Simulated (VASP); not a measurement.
# ZnS (P6_3mc) in VASP: further runs

Runs on ZnS. Level: PBE. Tasks: single point.

Everything below comes from runs of VASP 6.6.1. Logs are shortened: lines on timing, memory, paths and dates and some standing lists are left out, and cuts for length are marked.

### Step 1. The cell of the first run

It takes space group P6_3mc (No. 186, hexagonal). Conventional cell: a = 3.736 Å, b = 3.736 Å, c = 12.991 Å, α = 90.00°, β = 90.00°, γ = 120.00°. Zn (site symmetry 3m) has 4 S at 2.30 to 2.43 Å within 3.0 Å. Zn (site symmetry 3m) has 4 S at 2.31 to 2.44 Å within 3.0 Å. Within 3.0 Å of S (site symmetry 3m) lie 4 Zn at 2.31 to 2.43 Å. Within 3.0 Å of S (site symmetry 3m) lie 4 Zn at 2.30 to 2.44 Å.

### Step 2. Single point, PBE (19.63 Å³/atom)

INCAR

```
SYSTEM = ZnS
PREC = Accurate
ENCUT = 520
EDIFF = 1E-6
ISMEAR = 0
SIGMA = 0.05
LREAL = .False.
LASPH = .True.
NELM = 100
ALGO = Normal
ISIF = 2
LWAVE = .False.
LCHARG = .False.
GGA = PE
NBANDS = 46
```

KPOINTS

```
regular mesh
0
Gamma
  9 9 4
  0 0 0
```

POSCAR

```
ZnS
1.0
    3.7357506744      0.0000000000      0.0000000000
   -1.8678753372      3.2352549863      0.0000000000
    0.0000000000      0.0000000000     12.9914465454
Zn S
4 4
Direct
    0.0000000000      0.0000000000      0.0000492057
    0.0000000000      0.0000000000      0.5000492057
    0.3333333333      0.6666666667      0.2500242903
    0.6666666667      0.3333333333      0.7500242903
    0.0000000000      0.0000000000      0.1872905901
    0.0000000000      0.0000000000      0.6872905901
    0.3333333333      0.6666666667      0.4376359138
    0.6666666667      0.3333333333      0.9376359138
```

Potentials or basis: VASP PAW PBE potentials, release 64 (Zn, S).

Command:

```sh
> cat potpaw_PBE.64/Zn/POTCAR potpaw_PBE.64/S/POTCAR > POTCAR
> mpirun -np 1 vasp_std > vasp.out
```

OUTCAR:

```text
SYSTEM = ZnS
   PREC = Accurate
   ENCUT = 520
   EDIFF = 1E-6
   ISMEAR = 0
   LREAL = .False.
   LASPH = .True.
   NELM = 100
   ISIF = 2
   GGA = PE

 ion  position               nearest neighbor table
   1  0.000  0.000  0.000-   8 2.30   8 2.30   8 2.30   5 2.43
   2  0.000  0.000  0.500-   7 2.30   7 2.30   7 2.30   6 2.43
   3  0.333  0.667  0.250-   5 2.31   5 2.31   5 2.31   7 2.44
   4  0.667  0.333  0.750-   6 2.31   6 2.31   6 2.31   8 2.44
   5  0.000  0.000  0.187-   3 2.31   3 2.31   3 2.31   1 2.43
   6  0.000  0.000  0.687-   4 2.31   4 2.31   4 2.31   2 2.43
   7  0.333  0.667  0.438-   2 2.30   2 2.30   2 2.30   3 2.44
   8  0.667  0.333  0.938-   1 2.30   1 2.30   1 2.30   4 2.44

  LATTYP: Found a hexagonal cell.
 ALAT       =     3.7357506744
 C/A-ratio  =     3.4776000000

  Lattice vectors:

 A1 = (   3.7357506744,   0.0000000000,   0.0000000000)
 A2 = (  -1.8678753372,   3.2352549863,   0.0000000000)
 A3 = (   0.0000000000,   0.0000000000,  12.9914465454)

Analysis of symmetry for initial positions (statically):
=====================================================================
 Subroutine PRICEL returns:
 Original cell was already a primitive cell.

 Routine SETGRP: Setting up the symmetry group for a
 hexagonal supercell.

 Subroutine GETGRP returns: Found 12 space group operations
 (whereof  6 operations were pure point group operations)
 out of a pool of 24 trial point group operations.

The static configuration has the point symmetry C_3v.
 The point group associated with its full space group is C_6v.

Analysis of symmetry for dynamics (positions and initial velocities):
=====================================================================
 Subroutine PRICEL returns:
 Original cell was already a primitive cell.

 Routine SETGRP: Setting up the symmetry group for a
 hexagonal supercell.

 Subroutine GETGRP returns: Found 12 space group operations
 (whereof  6 operations were pure point group operations)
 out of a pool of 24 trial point group operations.

The dynamic configuration has the point symmetry C_3v.
 The point group associated with its full space group is C_6v.

 Subroutine INISYM returns: Found 12 space group operations
 (whereof  6 operations are pure point group operations),
 and found     1 'primitive' translations

----------------------------------------------------------------------------------------

                                     Primitive cell

  volume of cell :     157.0160

  direct lattice vectors                    reciprocal lattice vectors
     3.735750674  0.000000000  0.000000000     0.267683817  0.154547324  0.000000000
    -1.867875337  3.235254986  0.000000000     0.000000000  0.309094648  0.000000000
     0.000000000  0.000000000 12.991446545     0.000000000  0.000000000  0.076973722

  length of vectors
     3.735750674  3.735750674 12.991446545     0.309094648  0.309094648  0.076973722

  position of ions in fractional coordinates (direct lattice)
     0.000000000  0.000000000  0.000049206
     0.000000000  0.000000000  0.500049206
     0.333333333  0.666666667  0.250024290
     0.666666667  0.333333333  0.750024290
     0.000000000  0.000000000  0.187290590
     0.000000000  0.000000000  0.687290590
     0.333333333  0.666666667  0.437635914
     0.666666667  0.333333333  0.937635914

  ion indices of the primitive-cell ions
   primitive index   ion index
                 1           1
                 2           2
                 3           3
                 4           4
                 5           5
                 6           6
                 7           7
                 8           8

----------------------------------------------------------------------------------------

 KPOINTS: regular mesh

Automatic generation of k-mesh.
 Grid dimensions read from file:
 generate k-points for:    9    9    4

 Generating k-lattice:

  Cartesian coordinates                     Fractional coordinates (reciprocal lattice)
     0.029742646  0.017171925  0.000000000     0.111111111  0.000000000  0.000000000
     0.000000000  0.034343850  0.000000000     0.000000000  0.111111111  0.000000000
     0.000000000  0.000000000  0.019243431     0.000000000  0.000000000  0.250000000

  Length of vectors
     0.034343850  0.034343850  0.019243431

  Shift w.r.t. Gamma in fractional coordinates (k-lattice)
     0.000000000  0.000000000  0.000000000

 Subroutine IBZKPT returns following result:
 ===========================================

 Found     36 irreducible k-points:

 Following reciprocal coordinates:
            Coordinates               Weight
  0.000000  0.000000  0.000000      1.000000
  0.111111 -0.000000  0.000000      6.000000
  0.222222  0.000000  0.000000      6.000000
  0.333333  0.000000  0.000000      6.000000
  0.444444  0.000000  0.000000      6.000000
  0.111111  0.111111  0.000000      6.000000
[... 16 lines left out ...]
  0.333333  0.222222  0.250000     24.000000
  0.333333  0.333333  0.250000      4.000000
 [... further k-points ...]
   k-points           NKPTS =     36   k-points in BZ     NKDIM =     36   number of bands    NBANDS=     46
   number of dos      NEDOS =    301   number of ions     NIONS =      8
   total plane-waves  NPLWV =  76832
   dimension x,y,z NGX =    28 NGY =   28 NGZ =   98
   dimension x,y,z NGXF=    56 NGYF=   56 NGZF=  196
   ions per type =               4   4
   NGX,Y,Z   is equivalent  to a cutoff of  12.46, 12.46, 12.54 a.u.
   NGXF,Y,Z  is equivalent  to a cutoff of  24.92, 24.92, 25.08 a.u.
 SYSTEM =  ZnS
   PREC   = accura    normal or accurate (medium, high low for compatibility)
   ISTART =      0    job   : 0-new  1-cont  2-samecut
   ICHARG =      2    charge: 1-file 2-atom 10-const
   ISPIN  =      1    spin polarized calculation?
   LNONCOLLINEAR =      F non collinear calculations
   LSORBIT =      F    spin-orbit coupling
   LASPH  =      T    aspherical Exc in radial PAW
   ENCUT  =  520.0 eV  38.22 Ry    6.18 a.u.   6.95  6.95 24.16*2*pi/ulx,y,z
   NELM   =    100;   NELMIN=  2; NELMDL= -5     # of ELM steps
   EDIFF  = 0.1E-05   stopping-criterion for ELM
   LREAL  =      F    real-space projection
   EDIFFG = 0.1E-04   stopping-criterion for IOM
   NSW    =      0    number of steps for IOM
   IBRION =     -1    ionic relax: 0-MD 1-quasi-New 2-CG
   NFREE  =      0    steps in history (QN), initial steepest desc. (CG)
   ISIF   =      2    stress and relaxation
   ISYM   =      2    0-nonsym 1-usesym 2-fastsym
   POTIM  = 0.5000    time-step for ionic-motion
   TEBEG  =    0.0;   TEEND  =   0.0 temperature during run
   PSTRESS=    0.0 pullay stress
   NELECT =      72.0000    total number of electrons
   NUPDOWN=      -1.0000    fix difference up-down
   EMIN   =  10.00;   EMAX   =-10.00  energy-range for DOS
   EFERMI =   0.00;   METHOD = LEGACY
   ISMEAR =     0;   SIGMA  =   0.05  broadening in eV -4-tet -1-fermi 0-gaus
   EFERMI_NEDOS =   21; number of points for ismear=-14 and -15
   IALGO  =     38    algorithm
   IMIX   =      4    mixing-type and parameters
     AMIX     =   0.40;   BMIX     =  1.00
     AMIX_MAG =   1.60;   BMIX_MAG =  1.00
  volume/ion in A,a.u.               =      19.63       132.45
  Fermi-wavevector in a.u.,A,eV,Ry     =   1.262421  2.385631 21.683712  1.593708
  Thomas-Fermi vector in A             =   2.395830
   LORBIT       =      0    0 simple, 1 ext, 2 COOP (PROOUT), +10 PAW based schemes
   GGA     = PE    functional components
   LHFCALC =     F    Hartree Fock is set to
   AEXX    =    0.0000 exact exchange contribution
   IVDW    =     0    specifies the selected vdW correction
   LEPSILON=     F    determine dielectric tensor
   LRPA    =     F    only Hartree local field effects (RPA)
 non-spin polarized calculation
 Gauss-broadening in eV      SIGMA  =   0.05
  energy-cutoff  :      520.00
  volume of cell :      157.02
 maximum number of plane-waves:      4259
 NGX is ok and might be reduce to    28
   NGX = 13   NGY = 13   NGZ = 49

 number of electron      72.0000027 magnetization

 Free energy of the ion-electron system (eV)
  ---------------------------------------------------
  ext. energy  EPLUGINS =         0.00000000
  ---------------------------------------------------
  free energy    TOTEN  =       -27.20427963 eV

  energy without entropy =      -27.20427963  energy(sigma->0) =      -27.20427963

 E-fermi :   2.4623     XC(G=0):  -9.6514

 val. band max:        2.2482993753   @ k =   0.0000   0.0000   0.0000
 cond. band min:       4.2577154457   @ k =   0.0000   0.0000   0.0000
 fundamental gap:      2.0094160703
 Fermi energy:         2.4623367890

 k-point     1 :       0.0000    0.0000    0.0000
  band No.  band energies     occupation
      1     -11.0342      2.00000
      2     -10.6682      2.00000
      3     -10.6654      2.00000
      4     -10.2335      2.00000
      5      -4.2207      2.00000
      6      -4.2207      2.00000
[... 38 lines left out ...]
     45       8.8021      0.00000
     46       9.0929      0.00000

 k-point     2 :       0.1111   -0.0000    0.0000
  band No.  band energies     occupation
      1     -10.9447      2.00000
      2     -10.5911      2.00000
      3     -10.5882      2.00000
      4     -10.1748      2.00000
      5      -4.2288      2.00000
      6      -4.2025      2.00000
[... 38 lines left out ...]
     45       9.0365      0.00000
     46       9.1079      0.00000

 k-point     3 :       0.2222    0.0000    0.0000
  band No.  band energies     occupation
      1     -10.6988      2.00000
      2     -10.3846      2.00000
      3     -10.3816      2.00000
      4     -10.0252      2.00000
      5      -4.2453      2.00000
      6      -4.2154      2.00000
[... 1018 lines left out ...]
     45       9.3428      0.00000
     46       9.6648      0.00000

 k-point    24 :       0.3333    0.3333    0.2500
  band No.  band energies     occupation
      1      -9.8246      2.00000
      2      -9.8176      2.00000
      3      -9.8154      2.00000
      4      -9.8154      2.00000
      5      -4.1412      2.00000
      6      -4.1412      2.00000
[... 38 lines left out ...]
     45       9.9052      0.00000
     46       9.9940      0.00000

 [... further k-points ...]

------------------------ aborting loop because EDIFF is reached ----------------------------------------

  FORCE on cell =-STRESS in cart. coord.  units (eV):
  Direction    XX          YY          ZZ          XY          YZ          ZX
  --------------------------------------------------------------------------------------
  -------------------------------------------------------------------------------------
  Total        5.1794197      5.1794197     -2.6790738      0.0000000     -0.0000000      0.0000000
  in kB       52.8503391     52.8503391    -27.3370316      0.0000000     -0.0000000      0.0000000
  external PRESSURE =      26.1212155 kB  Pullay stress =       0.0000000 kB

 VOLUME and BASIS-vectors are now :
 -----------------------------------------------------------------------------
  energy-cutoff  :      520.00
  volume of cell :      157.02
      direct lattice vectors                 reciprocal lattice vectors
     3.735750674  0.000000000  0.000000000     0.267683817  0.154547324  0.000000000
    -1.867875337  3.235254986  0.000000000     0.000000000  0.309094648  0.000000000
     0.000000000  0.000000000 12.991446545     0.000000000  0.000000000  0.076973722

 POSITION                                       TOTAL-FORCE (eV/Angst)
 -----------------------------------------------------------------------------------
      0.00000      0.00000      0.00064        -0.000000     -0.000000      0.335119
      0.00000      0.00000      6.49636         0.000000      0.000000      0.335119
     -0.00000      2.15684      3.24818        -0.000000      0.000000      0.323478
      1.86788      1.07842      9.74390         0.000000     -0.000000      0.323478
      0.00000      0.00000      2.43318         0.000000     -0.000000     -0.324462
      0.00000      0.00000      8.92890        -0.000000      0.000000     -0.324462
     -0.00000      2.15684      5.68552         0.000000     -0.000000     -0.334134
      1.86788      1.07842     12.18125         0.000000      0.000000     -0.334134
 -----------------------------------------------------------------------------------
    total drift:                               -0.000002     -0.000003      0.000079

  FREE ENERGIE OF THE ION-ELECTRON SYSTEM (eV)
  ---------------------------------------------------
  free  energy   TOTEN  =       -27.2042796260 eV

  energy  without entropy=      -27.2042796260  energy(sigma->0) =      -27.20427963
```

It took 4.4 min on 1 thread of Intel Xeon Platinum 8488C (Sapphire Rapids), shared host; peak memory 0.37 GiB.

What came out:

* Free energy: -27.2043 eV
* Pressure: 2.6 GPa
* Largest force: 0.335 eV/Å
* Band gap on the k mesh: 2.01 eV

Forces in eV/Å, atoms in the order of the input:
```
Zn   0.000  0.000  0.335
Zn   0.000  0.000  0.335
Zn   0.000  0.000  0.323
Zn   0.000  0.000  0.323
S    0.000  0.000 -0.324
S    0.000  0.000 -0.324
S    0.000  0.000 -0.334
S    0.000  0.000 -0.334
```

Stress tensor (GPa, compression positive):
```
 5.29  0.00  0.00
 0.00  5.29  0.00
 0.00  0.00 -2.73
```

Levels at points of the mesh, in eV from the valence-band top:
```csv
k point,band 32,band 33,band 34,band 35,band 36,band 37,band 38,band 39,band 40,band 41
"(0.00, 0.00, 0.00)",-0.38,-0.38,-0.30,0.00,0.00,2.01,3.54,3.60,3.78,5.92
"(0.00, 0.00, 0.50)",-0.62,-0.12,-0.12,-0.12,-0.12,2.97,2.97,3.62,3.62,5.84
```

Caveat: the stress differs along the axes, from -3 to 5 GPa. A k mesh can miss the band edges.

[end of part 1 of 2]
